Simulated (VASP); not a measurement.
# AlCo in VASP: a series of runs

Runs on AlCo. Level: PBE. Tasks: single point.

Program: VASP 6.6.1. These are calculated values, not measurements. Logs are shortened: lines on timing, memory, paths and dates and some standing lists are left out, and cuts for length are marked.

**1. The cell of the first run**

The cell holds a slab with vacuum, 6 atoms: a = 2.853 Å, b = 4.034 Å, c = 20.035 Å, α = 90.00°, β = 90.00°, γ = 90.00°.

**2. Single point, PBE**

INCAR reads:

```
PREC = Accurate
ENCUT = 520
EDIFF = 1E-6
ISMEAR = -1
SIGMA = 0.1
LREAL = F
LASPH = T
NELM = 80
ALGO = Normal
ISIF = 2
LWAVE = F
LCHARG = T
LDIPOL = T
IDIPOL = 3
DIPOL = 0.5 0.5 0.500
GGA = PE
LELF = T
LVHAR = T
LVACPOTAV = T
NBANDS = 27
```

KPOINTS reads:

```
Automatic mesh
0
Gamma
  13 9 1
```

POSCAR reads:

```
AlCo
1.0
    2.8528193273      0.0000000000      0.0000000000
    0.0000000000      4.0344957836      0.0000000000
    0.0000000000      0.0000000000     20.0345000000
Co Al
3 3
Direct
    0.7500000000      0.2500000000      0.3993112934
    0.7500000000      0.7500000000      0.5000000000
    0.7500000000      0.2500000000      0.6006887066
    0.2500000000      0.7500000000      0.3993112934
    0.2500000000      0.2500000000      0.5000000000
    0.2500000000      0.7500000000      0.6006887066
```

Potentials or basis: VASP PAW PBE potentials, release 64 (Co, Al).

Run with:

```bash
cat potpaw_PBE.64/Co/POTCAR potpaw_PBE.64/Al/POTCAR > POTCAR
mpirun -np 1 vasp_std > vasp.out
```

OUTCAR:

```text
PREC = Accurate
   ENCUT = 520
   EDIFF = 1E-6
   ISMEAR = -1
   LREAL = F
   LASPH = T
   NELM = 80
   ISIF = 2
   GGA = PE

 ion  position               nearest neighbor table
   1  0.750  0.250  0.399-   4 2.47   4 2.47   4 2.47   4 2.47   5 2.47   5 2.47   2 2.85   2 2.85

   2  0.750  0.750  0.500-   5 2.47   5 2.47   5 2.47   5 2.47   4 2.47   6 2.47   6 2.47   4 2.47
                             1 2.85   1 2.85   3 2.85   3 2.85
   3  0.750  0.250  0.601-   6 2.47   6 2.47   6 2.47   6 2.47   5 2.47   5 2.47   2 2.85   2 2.85

   4  0.250  0.750  0.399-   1 2.47   1 2.47   1 2.47   1 2.47   2 2.47   2 2.47   5 2.85   5 2.85

   5  0.250  0.250  0.500-   2 2.47   2 2.47   2 2.47   2 2.47   1 2.47   3 2.47   3 2.47   1 2.47
                             6 2.85   4 2.85   4 2.85   6 2.85
   6  0.250  0.750  0.601-   3 2.47   3 2.47   3 2.47   3 2.47   2 2.47   2 2.47   5 2.85   5 2.85

  LATTYP: Found a simple orthorhombic cell.
 ALAT       =     2.8528193273
 B/A-ratio  =     1.4142135623
 C/A-ratio  =     7.0227020016

  Lattice vectors:

 A1 = (   2.8528193273,   0.0000000000,   0.0000000000)
 A2 = (   0.0000000000,   4.0344957836,   0.0000000000)
 A3 = (   0.0000000000,   0.0000000000,  20.0345000000)

Analysis of symmetry for initial positions (statically):
=====================================================================
 Subroutine PRICEL returns:
 Original cell was already a primitive cell.

 Routine SETGRP: Setting up the symmetry group for a
 simple orthorhombic supercell.

 Subroutine GETGRP returns: Found  8 space group operations
 (whereof  2 operations were pure point group operations)
 out of a pool of  8 trial point group operations.

The static configuration has the point symmetry C_1h.
 The point group associated with its full space group is D_2h.

Analysis of symmetry for dynamics (positions and initial velocities):
=====================================================================
 Subroutine PRICEL returns:
 Original cell was already a primitive cell.

 Routine SETGRP: Setting up the symmetry group for a
 simple orthorhombic supercell.

 Subroutine GETGRP returns: Found  8 space group operations
 (whereof  2 operations were pure point group operations)
 out of a pool of  8 trial point group operations.

The dynamic configuration has the point symmetry C_1h.
 The point group associated with its full space group is D_2h.

 Subroutine INISYM returns: Found  8 space group operations
 (whereof  2 operations are pure point group operations),
 and found     1 'primitive' translations

----------------------------------------------------------------------------------------

                                     Primitive cell

  volume of cell :     230.5908

  direct lattice vectors                    reciprocal lattice vectors
     2.852819327  0.000000000  0.000000000     0.350530435  0.000000000  0.000000000
     0.000000000  4.034495784  0.000000000     0.000000000  0.247862448  0.000000000
     0.000000000  0.000000000 20.034500000     0.000000000  0.000000000  0.049913899

  length of vectors
     2.852819327  4.034495784 20.034500000     0.350530435  0.247862448  0.049913899

  position of ions in fractional coordinates (direct lattice)
     0.750000000  0.250000000  0.399311293
     0.750000000  0.750000000  0.500000000
     0.750000000  0.250000000  0.600688707
     0.250000000  0.750000000  0.399311293
     0.250000000  0.250000000  0.500000000
     0.250000000  0.750000000  0.600688707

  ion indices of the primitive-cell ions
   primitive index   ion index
                 1           1
                 2           2
                 3           3
                 4           4
                 5           5
                 6           6

----------------------------------------------------------------------------------------

 KPOINTS: Automatic mesh

Automatic generation of k-mesh.
 Grid dimensions read from file:
 generate k-points for:   13    9    1

 Generating k-lattice:

  Cartesian coordinates                     Fractional coordinates (reciprocal lattice)
     0.026963880  0.000000000  0.000000000     0.076923077  0.000000000  0.000000000
     0.000000000  0.027540272  0.000000000     0.000000000  0.111111111  0.000000000
     0.000000000  0.000000000  0.049913899     0.000000000  0.000000000  1.000000000

  Length of vectors
     0.026963880  0.027540272  0.049913899

  Shift w.r.t. Gamma in fractional coordinates (k-lattice)
     0.000000000  0.000000000  0.000000000

 Subroutine IBZKPT returns following result:
 ===========================================

 Found     35 irreducible k-points:

 Following reciprocal coordinates:
            Coordinates               Weight
  0.000000  0.000000  0.000000      1.000000
  0.076923  0.000000  0.000000      2.000000
  0.153846  0.000000  0.000000      2.000000
  0.230769  0.000000  0.000000      2.000000
  0.307692  0.000000  0.000000      2.000000
  0.384615  0.000000  0.000000      2.000000
[... 16 lines left out ...]
  0.076923  0.333333  0.000000      4.000000
  0.153846  0.333333  0.000000      4.000000
 [... further k-points ...]
   k-points           NKPTS =     35   k-points in BZ     NKDIM =     35   number of bands    NBANDS=     27
   number of dos      NEDOS =    301   number of ions     NIONS =      6
   total plane-waves  NPLWV = 108000
   dimension x,y,z NGX =    24 NGY =   30 NGZ =  150
   dimension x,y,z NGXF=    48 NGYF=   60 NGZF=  300
   ions per type =               3   3
   NGX,Y,Z   is equivalent  to a cutoff of  13.99, 12.36, 12.45 a.u.
   NGXF,Y,Z  is equivalent  to a cutoff of  27.97, 24.72, 24.89 a.u.
 SYSTEM =  unknown system
   PREC   = accura    normal or accurate (medium, high low for compatibility)
   ISTART =      0    job   : 0-new  1-cont  2-samecut
   ICHARG =      2    charge: 1-file 2-atom 10-const
   ISPIN  =      1    spin polarized calculation?
   LNONCOLLINEAR =      F non collinear calculations
   LSORBIT =      F    spin-orbit coupling
   LASPH  =      T    aspherical Exc in radial PAW
   ENCUT  =  520.0 eV  38.22 Ry    6.18 a.u.   5.30  7.50 37.25*2*pi/ulx,y,z
   NELM   =     80;   NELMIN=  2; NELMDL= -5     # of ELM steps
   EDIFF  = 0.1E-05   stopping-criterion for ELM
   LREAL  =      F    real-space projection
   EDIFFG = 0.1E-04   stopping-criterion for IOM
   NSW    =      0    number of steps for IOM
   IBRION =     -1    ionic relax: 0-MD 1-quasi-New 2-CG
   NFREE  =      0    steps in history (QN), initial steepest desc. (CG)
   ISIF   =      2    stress and relaxation
   ISYM   =      2    0-nonsym 1-usesym 2-fastsym
   POTIM  = 0.5000    time-step for ionic-motion
   TEBEG  =    0.0;   TEEND  =   0.0 temperature during run
   PSTRESS=    0.0 pullay stress
   NELECT =      36.0000    total number of electrons
   NUPDOWN=      -1.0000    fix difference up-down
   EMIN   =  10.00;   EMAX   =-10.00  energy-range for DOS
   EFERMI =   0.00;   METHOD = LEGACY
   ISMEAR =    -1;   SIGMA  =   0.10  broadening in eV -4-tet -1-fermi 0-gaus
   EFERMI_NEDOS =   21; number of points for ismear=-14 and -15
   IALGO  =     38    algorithm
   IMIX   =      4    mixing-type and parameters
     AMIX     =   0.40;   BMIX     =  1.00
     AMIX_MAG =   1.60;   BMIX_MAG =  1.00
  volume/ion in A,a.u.               =      38.43       259.35
  Fermi-wavevector in a.u.,A,eV,Ry     =   0.881512  1.665816 10.572594  0.777064
  Thomas-Fermi vector in A             =   2.002018
   LORBIT       =      0    0 simple, 1 ext, 2 COOP (PROOUT), +10 PAW based schemes
   GGA     = PE    functional components
   LHFCALC =     F    Hartree Fock is set to
   AEXX    =    0.0000 exact exchange contribution
   IVDW    =     0    specifies the selected vdW correction
   LEPSILON=     F    determine dielectric tensor
   LRPA    =     F    only Hartree local field effects (RPA)
 non-spin polarized calculation
  energy-cutoff  :      520.00
  volume of cell :      230.59
 maximum number of plane-waves:      6243
 NGX is ok and might be reduce to    24
   NGX = 11   NGY = 15   NGZ = 75

 number of electron      35.9999990 magnetization

 dipolmoment           0.000000      0.000000      0.000000 electrons x Angstroem

 Free energy of the ion-electron system (eV)
  ---------------------------------------------------
  ext. energy  EPLUGINS =         0.00000000
  ---------------------------------------------------
  free energy    TOTEN  =       -32.83983816 eV

  energy without entropy =      -32.66027704  energy(sigma->0) =      -32.75005760

 E-fermi :  -0.2039     XC(G=0):  -4.7321

 val. band max:       -0.2153993570   @ k =   0.2308   0.2222   0.0000
 cond. band min:      -0.2017494752   @ k =   0.0769   0.3333   0.0000
 fundamental gap:      0.0136498818
 Fermi energy:        -0.2039032074

 k-point     1 :       0.0000    0.0000    0.0000
  band No.  band energies     occupation
      1     -10.1506      2.00000
      2      -7.9985      2.00000
      3      -5.5386      2.00000
      4      -3.1984      2.00000
      5      -2.7147      2.00000
      6      -2.5718      2.00000
[... 19 lines left out ...]
     26       4.3374      0.00000
     27       4.8678      0.00000

 k-point     2 :       0.0769    0.0000    0.0000
  band No.  band energies     occupation
      1     -10.0410      2.00000
      2      -7.8965      2.00000
      3      -5.4532      2.00000
      4      -3.1164      2.00000
      5      -2.6905      2.00000
      6      -2.6351      2.00000
[... 19 lines left out ...]
     26       4.4488      0.00000
     27       4.9635      0.00000

 k-point     3 :       0.1538    0.0000    0.0000
  band No.  band energies     occupation
      1      -9.7147      2.00000
      2      -7.5944      2.00000
      3      -5.2051      2.00000
      4      -2.9234      2.00000
      5      -2.7971      2.00000
      6      -2.6244      2.00000
[... 594 lines left out ...]
      1      -9.0255      2.00000
      2      -6.9376      2.00000
      3      -6.3200      2.00000
      4      -4.3782      2.00000
      5      -4.2229      2.00000
      6      -2.5489      2.00000
[... 19 lines left out ...]
     26       5.8823      0.00000
     27       6.6498      0.00000

 k-point    24 :       0.1538    0.3333    0.0000
  band No.  band energies     occupation
      1      -8.7142      2.00000
      2      -6.6630      2.00000
      3      -6.0831      2.00000
      4      -4.1582      2.00000
      5      -3.9335      2.00000
      6      -2.4391      2.00000
[... 19 lines left out ...]
     26       5.7283      0.00000
     27       6.1831      0.00000

 [... further k-points ...]

------------------------ aborting loop because EDIFF is reached ----------------------------------------

  FORCE on cell =-STRESS in cart. coord.  units (eV):
  Direction    XX          YY          ZZ          XY          YZ          ZX
  --------------------------------------------------------------------------------------
  -------------------------------------------------------------------------------------
  Total       -4.5534863     -2.5827617     -0.4550231      0.0000000      0.0000000      0.0000000
  in kB      -31.6382585    -17.9453894     -3.1615637      0.0000000      0.0000000      0.0000000
  external PRESSURE =     -17.5817372 kB  Pullay stress =       0.0000000 kB

 VOLUME and BASIS-vectors are now :
 -----------------------------------------------------------------------------
  energy-cutoff  :      520.00
  volume of cell :      230.59
      direct lattice vectors                 reciprocal lattice vectors
     2.852819327  0.000000000  0.000000000     0.350530435  0.000000000  0.000000000
     0.000000000  4.034495784  0.000000000     0.000000000  0.247862448  0.000000000
     0.000000000  0.000000000 20.034500000     0.000000000  0.000000000  0.049913899

 POSITION                                       TOTAL-FORCE (eV/Angst)
 -----------------------------------------------------------------------------------
      2.13961      1.00862      8.00000        -0.000000      0.000000      0.615937
      2.13961      3.02587     10.01725         0.000000     -0.000000      0.000000
      2.13961      1.00862     12.03450        -0.000000     -0.000000     -0.615937
      0.71320      3.02587      8.00000         0.000000     -0.000000     -0.505308
      0.71320      1.00862     10.01725         0.000000     -0.000000      0.000000
      0.71320      3.02587     12.03450         0.000000     -0.000000      0.505308
 -----------------------------------------------------------------------------------
    total drift:                                0.000000     -0.000000      0.000000

  FREE ENERGIE OF THE ION-ELECTRON SYSTEM (eV)
  ---------------------------------------------------
  free  energy   TOTEN  =       -32.8398381592 eV

  energy  without entropy=      -32.6602770395  energy(sigma->0) =      -32.75005760

 vacuum level on the upper side and lower side of the slab         4.652         4.652
```

It took 6.2 min on 1 thread of AMD EPYC 9R14 (Zen 4), shared host; peak memory 0.39 GiB.

What came out:

| Property | Result |
| --- | --- |
| Free energy | -32.8398 eV |
| Largest force | 0.616 eV/Å |
| Band gap on the k mesh | zero (bands 18 and 19 overlap by 0.89 eV) |

Forces on the atoms (eV/Å):
```
Co   0.000  0.000  0.616
Co   0.000  0.000  0.000
Co   0.000  0.000 -0.616
Al   0.000  0.000 -0.505
Al   0.000  0.000  0.000
Al   0.000  0.000  0.505
```

Levels at points of the mesh, in eV from the Fermi level:
| k point | band 14 | band 15 | band 16 | band 17 | band 18 | band 19 | band 20 | band 21 | band 22 | band 23 |
| --- | --- | --- | --- | --- | --- | --- | --- | --- | --- | --- |
| (0.00, 0.00, 0.00) | -0.64 | -0.51 | -0.49 | -0.49 | -0.42 | -0.34 | -0.18 | 1.78 | 3.34 | 4.01 |

Caveat: the run has no spin polarisation, though such a crystal can be magnetic.

(Continued in part 2 of 2.)
